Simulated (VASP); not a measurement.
Write the native input for VASP 6.6.1 that does the following.

```
Task                   : relaxation of cell and atoms
Functional             : PBE
Potentials or basis    : VASP PAW PBE potentials, release 64 (O)
Cutoff                 : 600 eV
k mesh                 : 17 × 17 × 17
Occupations            : fermi-dirac, width 0.08 eV
Spin                   : no spin polarisation
Target pressure        : -1.5 GPa
Dipole correction      : no
Further INCAR settings : ALGO = Normal; EDIFF = 1e-06; IBRION = 2; EDIFFG = -0.005; NSW = 60; ISIF = 3
```

The structure of O lies in POSCAR:

```
O
1.0
    2.0616947823      0.0000000000      0.0000000000
    0.0000000000      2.0616947823      0.0000000000
    0.0000000000      0.0000000000      2.0616947823
O
1
Direct
    0.0000000000      0.0000000000      0.0000000000
```

One way to write it, as run:

INCAR

```
SYSTEM = O
ALGO     = Normal         ! electronic algorithm
EDIFF    = 1E-6           ! SCF threshold, eV
EDIFFG   = -0.005         ! ionic threshold
ENCUT    = 600            ! plane-wave cutoff, eV
GGA      = PE             ! functional
IBRION   = 2              ! ionic algorithm
ISIF     = 3              ! what is computed and relaxed
ISMEAR   = -1             ! smearing method
LASPH    = .True.         ! aspherical terms in the spheres
LCHARG   = .False.        ! write CHGCAR
LREAL    = .False.        ! projectors in reciprocal space
LWAVE    = .False.        ! write WAVECAR
NELM     = 100            ! most SCF steps
NSW      = 60             ! ionic steps
PREC     = Accurate       ! precision mode
PSTRESS  = -15.0        
SIGMA    = 0.08           ! smearing width, eV
```

KPOINTS

```
k-points
0
Gamma
  17 17 17
  0 0 0
```

Potentials or basis: VASP PAW PBE potentials, release 64 (O).

Command:

```sh
$ cat potpaw_PBE.64/O/POTCAR > POTCAR
$ mpirun -np 1 vasp_std > vasp.out
```

Results of the run:

| Property | Result |
| --- | --- |
| Relaxed volume | 8.01 Å³/atom |
| Relaxed cell | a = 2.001 Å, b = 2.001 Å, c = 2.001 Å, α = 90.00°, β = 90.00°, γ = 90.00° |
| Space group after relaxing (to 0.1 Å) | Pm-3m (No. 221) |
| Energy change on relaxing (the run minimises the enthalpy) | -37.6 meV/atom |
| Ionic steps | 3 |
| Pressure after relaxing | -1.5 GPa |
| Band gap on the k mesh | zero (bands 3 and 4 overlap by 5.51 eV) |

Caveat: the cell is relaxed towards a set pressure, so the run minimises the enthalpy, not the energy.

Run time: 7 s on 1 thread of Intel(R) Xeon(R) Platinum 8259CL CPU @ 2.50GHz (Skylake/Cascade Lake), with other jobs on the host, peak memory 0.11 GiB.
